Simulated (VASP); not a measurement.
W, 8 atoms in the cell. Symmetry: Pm-3n, No. 223, cubic system. The conventional cell has a = 5.032 Å, b = 5.032 Å, c = 5.032 Å, α = 90.00°, β = 90.00°, γ = 90.00°. Within 3.7 Å of W (site symmetry m-3) lie 12 W at 2.81 Å. Within 3.3 Å of W (site symmetry -4m2) lie 14 W at 2.52 to 3.08 Å. 

| Item | Value |
| --- | --- |
| Program | VASP 6.6.1 |
| Task | single point |
| Functional | PBEsol |
| Potentials or basis | VASP PAW PBE potentials, release 64 (W_sv) |
| Cutoff | 520 eV |
| k mesh | 8 × 8 × 8 |
| Occupations | gaussian, width 0.15 eV |
| Spin | no spin polarisation |
| Dipole correction | no |
| Further INCAR settings | ALGO = Fast; EDIFF = 1e-06; NBANDS = 66 |

Potentials or basis: VASP PAW PBE potentials, release 64 (W_sv).

Command:

```bash
$ cat potpaw_PBE.64/W_sv/POTCAR > POTCAR
$ mpirun -np 1 vasp_std > vasp.out
```

Hardware: 1 thread of AMD EPYC 7R13, on a shared host.

Problem. Estimate the wall time of this run.

Solution. It took 14 min on 1 thread of AMD EPYC 7R13 (shared host), peak memory 0.33 GiB. Counts: scf iterations 15, k points 35.
